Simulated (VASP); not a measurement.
# Fe (P6/mmm) in VASP: notebook

Fe is run at these levels: PBE; tasks: single point.

Everything below comes from runs of VASP 6.6.1. Logs are shortened: lines on timing, memory, paths and dates and some standing lists are left out, and cuts for length are marked.

## (1) The cell of the first run

It takes space group P6/mmm (No. 191, hexagonal). Conventional cell: a = 2.245 Å, b = 2.245 Å, c = 2.033 Å, α = 90.00°, β = 90.00°, γ = 120.00°. Fe (site symmetry 6/mmm) has 8 Fe at 2.03 to 2.25 Å within 2.7 Å.

This isn't the form of Fe at room conditions, which is bcc.

## (2) Single point, PBE, collinear spin, ferromagnetic start

INCAR reads:

```
  PREC = Accurate
  ENCUT = 520
  EDIFF = 1E-6
  ISMEAR = -1
  SIGMA = 0.08
  LREAL = F
  LASPH = T
  NELM = 150
  ALGO = Normal
  ISIF = 2
  LWAVE = F
  LCHARG = F
  ISPIN = 2
  MAGMOM = 2.5
  LORBIT = 11
  LMAXMIX = 4
  GGA = PE
  NBANDS = 14
```

KPOINTS reads:

```
regular mesh
0
Gamma
  18 18 16
```

POSCAR reads:

```
Fe
1.0
    2.2450369307      0.0000000000      0.0000000000
   -1.1225184654      1.9442590144      0.0000000000
    0.0000000000      0.0000000000      2.0328980443
Fe
1
Direct
    0.0000000000      0.0000000000      0.0000000000
```

Potentials or basis: VASP PAW PBE potentials, release 64 (Fe).

Started as:

```
$ cat potpaw_PBE.64/Fe/POTCAR > POTCAR
$ mpirun -np 1 vasp_std > vasp.out
```

OUTCAR:

```text
PREC = Accurate
   ENCUT = 520
   EDIFF = 1E-6
   ISMEAR = -1
   LREAL = F
   LASPH = T
   NELM = 150
   ISIF = 2
   ISPIN = 2
   LORBIT = 11
   GGA = PE

 ion  position               nearest neighbor table
   1  0.000  0.000  0.000-

  LATTYP: Found a hexagonal cell.
 ALAT       =     2.2450369307
 C/A-ratio  =     0.9055076184

  Lattice vectors:

 A1 = (   2.2450369307,   0.0000000000,   0.0000000000)
 A2 = (  -1.1225184654,   1.9442590144,   0.0000000000)
 A3 = (   0.0000000000,   0.0000000000,   2.0328980443)

Analysis of symmetry for initial positions (statically):
=====================================================================
 Subroutine PRICEL returns:
 Original cell was already a primitive cell.

 Routine SETGRP: Setting up the symmetry group for a
 hexagonal supercell.

 Subroutine GETGRP returns: Found 24 space group operations
 (whereof 24 operations were pure point group operations)
 out of a pool of 24 trial point group operations.

The static configuration has the point symmetry D_6h.

Analysis of symmetry for dynamics (positions and initial velocities):
=====================================================================
 Subroutine PRICEL returns:
 Original cell was already a primitive cell.

 Routine SETGRP: Setting up the symmetry group for a
 hexagonal supercell.

 Subroutine GETGRP returns: Found 24 space group operations
 (whereof 24 operations were pure point group operations)
 out of a pool of 24 trial point group operations.

The dynamic configuration has the point symmetry D_6h.

Analysis of structural, dynamic, and magnetic symmetry:
=====================================================================
 Subroutine PRICEL returns:
 Original cell was already a primitive cell.

 Routine SETGRP: Setting up the symmetry group for a
 hexagonal supercell.

 Subroutine GETGRP returns: Found 24 space group operations
 (whereof 24 operations were pure point group operations)
 out of a pool of 24 trial point group operations.

The overall configuration has the point symmetry D_6h.

 Subroutine INISYM returns: Found 24 space group operations
 (whereof 24 operations are pure point group operations),
 and found     1 'primitive' translations

----------------------------------------------------------------------------------------

                                     Primitive cell

  volume of cell :       8.8735

  direct lattice vectors                    reciprocal lattice vectors
     2.245036931  0.000000000  0.000000000     0.445426971  0.257167382  0.000000000
    -1.122518465  1.944259014  0.000000000     0.000000000  0.514334763  0.000000000
     0.000000000  0.000000000  2.032898044     0.000000000  0.000000000  0.491908585

  length of vectors
     2.245036931  2.245036931  2.032898044     0.514334763  0.514334763  0.491908585

  position of ions in fractional coordinates (direct lattice)
     0.000000000  0.000000000  0.000000000

  ion indices of the primitive-cell ions
   primitive index   ion index
                 1           1

----------------------------------------------------------------------------------------

 KPOINTS: regular mesh

Automatic generation of k-mesh.
 Grid dimensions read from file:
 generate k-points for:   18   18   16

 Generating k-lattice:

  Cartesian coordinates                     Fractional coordinates (reciprocal lattice)
     0.024745943  0.014287077  0.000000000     0.055555556  0.000000000  0.000000000
     0.000000000  0.028574154  0.000000000     0.000000000  0.055555556  0.000000000
     0.000000000  0.000000000  0.030744287     0.000000000  0.000000000  0.062500000

  Length of vectors
     0.028574154  0.028574154  0.030744287

  Shift w.r.t. Gamma in fractional coordinates (k-lattice)
     0.000000000  0.000000000  0.000000000

 Subroutine IBZKPT returns following result:
 ===========================================

 Found    333 irreducible k-points:

 Following reciprocal coordinates:
            Coordinates               Weight
  0.000000  0.000000  0.000000      1.000000
  0.055556  0.000000  0.000000      6.000000
  0.111111  0.000000  0.000000      6.000000
  0.166667  0.000000  0.000000      6.000000
  0.222222  0.000000  0.000000      6.000000
  0.277778  0.000000  0.000000      6.000000
[... 16 lines left out ...]
  0.333333  0.111111  0.000000     12.000000
  0.388889  0.111111  0.000000     12.000000
 [... further k-points ...]
   k-points           NKPTS =    333   k-points in BZ     NKDIM =    333   number of bands    NBANDS=     14
   number of dos      NEDOS =    301   number of ions     NIONS =      1
   total plane-waves  NPLWV =   5184
   dimension x,y,z NGX =    18 NGY =   18 NGZ =   16
   dimension x,y,z NGXF=    36 NGYF=   36 NGZF=   32
   ions per type =               1
   NGX,Y,Z   is equivalent  to a cutoff of  13.33, 13.33, 13.08 a.u.
   NGXF,Y,Z  is equivalent  to a cutoff of  26.66, 26.66, 26.17 a.u.
 SYSTEM =  unknown system
   PREC   = accura    normal or accurate (medium, high low for compatibility)
   ISTART =      0    job   : 0-new  1-cont  2-samecut
   ICHARG =      2    charge: 1-file 2-atom 10-const
   ISPIN  =      2    spin polarized calculation?
   LNONCOLLINEAR =      F non collinear calculations
   LSORBIT =      F    spin-orbit coupling
   LASPH  =      T    aspherical Exc in radial PAW
   ENCUT  =  520.0 eV  38.22 Ry    6.18 a.u.   4.17  4.17  3.78*2*pi/ulx,y,z
   NELM   =    150;   NELMIN=  2; NELMDL= -5     # of ELM steps
   EDIFF  = 0.1E-05   stopping-criterion for ELM
   LREAL  =      F    real-space projection
   EDIFFG = 0.1E-04   stopping-criterion for IOM
   NSW    =      0    number of steps for IOM
   IBRION =     -1    ionic relax: 0-MD 1-quasi-New 2-CG
   NFREE  =      0    steps in history (QN), initial steepest desc. (CG)
   ISIF   =      2    stress and relaxation
   ISYM   =      2    0-nonsym 1-usesym 2-fastsym
   POTIM  = 0.5000    time-step for ionic-motion
   TEBEG  =    0.0;   TEEND  =   0.0 temperature during run
   PSTRESS=    0.0 pullay stress
   NELECT =       8.0000    total number of electrons
   NUPDOWN=      -1.0000    fix difference up-down
   EMIN   =  10.00;   EMAX   =-10.00  energy-range for DOS
   EFERMI =   0.00;   METHOD = LEGACY
   ISMEAR =    -1;   SIGMA  =   0.08  broadening in eV -4-tet -1-fermi 0-gaus
   EFERMI_NEDOS =   21; number of points for ismear=-14 and -15
   IALGO  =     38    algorithm
   IMIX   =      4    mixing-type and parameters
     AMIX     =   0.40;   BMIX     =  1.00
     AMIX_MAG =   1.60;   BMIX_MAG =  1.00
  volume/ion in A,a.u.               =       8.87        59.88
  Fermi-wavevector in a.u.,A,eV,Ry     =   1.581517  2.988633 34.030821  2.501195
  Thomas-Fermi vector in A             =   2.681580
   LORBIT       =     11    0 simple, 1 ext, 2 COOP (PROOUT), +10 PAW based schemes
   GGA     = PE    functional components
   LHFCALC =     F    Hartree Fock is set to
   AEXX    =    0.0000 exact exchange contribution
   IVDW    =     0    specifies the selected vdW correction
   LEPSILON=     F    determine dielectric tensor
   LRPA    =     F    only Hartree local field effects (RPA)
 spin polarized calculation
  energy-cutoff  :      520.00
  volume of cell :        8.87
 maximum number of plane-waves:       253
 NGX is ok and might be reduce to    18
   NGX =  9   NGY =  9   NGZ =  7

 number of electron       7.9999993 magnetization       0.4344987

 Free energy of the ion-electron system (eV)
  ---------------------------------------------------
  ext. energy  EPLUGINS =         0.00000000
  ---------------------------------------------------
  free energy    TOTEN  =        -6.98508661 eV

  energy without entropy =       -6.95050222  energy(sigma->0) =       -6.96779442

 E-fermi :   8.9310     XC(G=0): -14.5309

 val. band max:        8.9182054677   @ k =   0.1111   0.1111   0.1875
 cond. band min:       8.9344869946   @ k =   0.1667   0.1111   0.3750
 fundamental gap:      0.0162815269
 Fermi energy:         8.9309606479

 spin component 1

 k-point     1 :       0.0000    0.0000    0.0000
  band No.  band energies     occupation
      1      -1.0182      1.00000
      2       3.4732      1.00000
      3       6.6295      1.00000
      4       6.6295      1.00000
      5      10.1164      0.00000
      6      10.1164      0.00000
      7      32.5323      0.00000
      8      34.6585      0.00000
      9      40.3167      0.00000
     10      40.3167      0.00000
     11      40.7343      0.00000
     12      41.5455      0.00000
     13      41.5455      0.00000
     14      52.9573      0.00000
[... 375 lines left out ...]
 k-point    24 :       0.3889    0.1111    0.0000
  band No.  band energies     occupation
      1       3.1249      1.00000
      2       4.4144      1.00000
      3       7.0623      1.00000
      4       8.4131      0.99846
      5       9.6169      0.00019
      6      11.3074      0.00000
      7      18.5084      0.00000
      8      25.9515      0.00000
      9      39.6788      0.00000
     10      40.3155      0.00000
     11      44.6747      0.00000
     12      48.4591      0.00000
     13      50.4278      0.00000
     14      54.5691      0.00000

 [... further k-points ...]

 spin component 2

 k-point     1 :       0.0000    0.0000    0.0000
  band No.  band energies     occupation
      1      -0.9379      1.00000
      2       3.7068      1.00000
      3       6.9747      1.00000
      4       6.9747      1.00000
      5      10.7771      0.00000
      6      10.7771      0.00000
      7      32.5237      0.00000
      8      34.8389      0.00000
      9      40.5408      0.00000
     10      40.5408      0.00000
     11      40.7948      0.00000
     12      41.6574      0.00000
     13      41.6574      0.00000
     14      53.0392      0.00000
[... 375 lines left out ...]
 k-point    24 :       0.3889    0.1111    0.0000
  band No.  band energies     occupation
      1       3.3517      1.00000
      2       4.6545      1.00000
      3       7.2273      1.00000
      4       9.0263      0.23290
      5      10.2649      0.00000
      6      11.6277      0.00000
      7      18.7475      0.00000
      8      26.0941      0.00000
      9      39.8189      0.00000
     10      40.3149      0.00000
     11      44.8850      0.00000
     12      48.6480      0.00000
     13      50.4358      0.00000
     14      54.6880      0.00000

 [... further k-points ...]
[... 5 lines left out ...]
  --------------------------------------------------------------------------------------
  -------------------------------------------------------------------------------------
  Total        4.8348010      4.8348010      4.6142700     -0.0000000      0.0000000     -0.0000000
  in kB      872.9632840    872.9632840    833.1445787     -0.0000000      0.0000000     -0.0000000
  external PRESSURE =     859.6903822 kB  Pullay stress =       0.0000000 kB

 VOLUME and BASIS-vectors are now :
 -----------------------------------------------------------------------------
  energy-cutoff  :      520.00
  volume of cell :        8.87
      direct lattice vectors                 reciprocal lattice vectors
     2.245036931  0.000000000  0.000000000     0.445426971  0.257167382  0.000000000
    -1.122518465  1.944259014  0.000000000     0.000000000  0.514334763  0.000000000
     0.000000000  0.000000000  2.032898044     0.000000000  0.000000000  0.491908585

 POSITION                                       TOTAL-FORCE (eV/Angst)
 -----------------------------------------------------------------------------------
      0.00000      0.00000      0.00000        -0.000000      0.000000      0.000000
 -----------------------------------------------------------------------------------
    total drift:                               -0.000000      0.000000      0.000000

  FREE ENERGIE OF THE ION-ELECTRON SYSTEM (eV)
  ---------------------------------------------------
  free  energy   TOTEN  =        -6.9850866148 eV

  energy  without entropy=       -6.9505022172  energy(sigma->0) =       -6.96779442

 total charge

# of ion       s       p       d       tot
------------------------------------------
    1        0.629   0.727   6.688   8.044

 magnetization (x)

# of ion       s       p       d       tot
------------------------------------------
    1        0.004   0.000   0.422   0.426
```

Run time: 45 s. Hardware: 1 thread of Intel Xeon 6975P-C (Granite Rapids), shared host; peak memory 0.17 GiB.

Results:

```yaml
Free_energy: -6.9851 eV
Pressure: 86.0 GPa
Net_moment: 0.43 μB per cell
Site_moments: Fe +0.43 μB
```

Levels at points of the mesh, in eV from the Fermi level:
Spin up:
| k point | band 1 | band 2 | band 3 | band 4 | band 5 | band 6 | band 7 | band 8 | band 9 |
| --- | --- | --- | --- | --- | --- | --- | --- | --- | --- |
| (0.00, 0.00, 0.00) | -9.95 | -5.46 | -2.30 | -2.30 | 1.19 | 1.19 | 23.60 | 25.73 | 31.39 |
| (0.50, 0.00, 0.00) | -6.22 | -4.51 | -0.63 | -0.59 | 0.82 | 1.38 | 8.97 | 19.53 | 27.56 |
| (0.00, 0.00, 0.50) | -4.74 | -1.55 | -1.55 | -1.40 | -1.39 | -1.39 | 8.66 | 30.46 | 32.74 |
| (0.50, 0.00, 0.50) | -6.88 | -4.26 | -2.31 | 1.63 | 2.65 | 8.71 | 8.87 | 15.97 | 20.40 |
Spin down:
```
           k point  band 2  band 3  band 4  band 5  band 6  band 7
(0.00, 0.00, 0.00)   -5.22   -1.96   -1.96    1.85    1.85   23.59
(0.50, 0.00, 0.00)   -4.27   -0.52   -0.02    1.47    1.79    9.23
(0.00, 0.00, 0.50)   -1.33   -1.19   -1.19   -0.78   -0.78    8.91
(0.50, 0.00, 0.50)   -3.97   -1.74    2.04    2.97    8.81    8.98
```

Caveat: the cell stands under pressure.

(Part 1 of 3 ends here.)
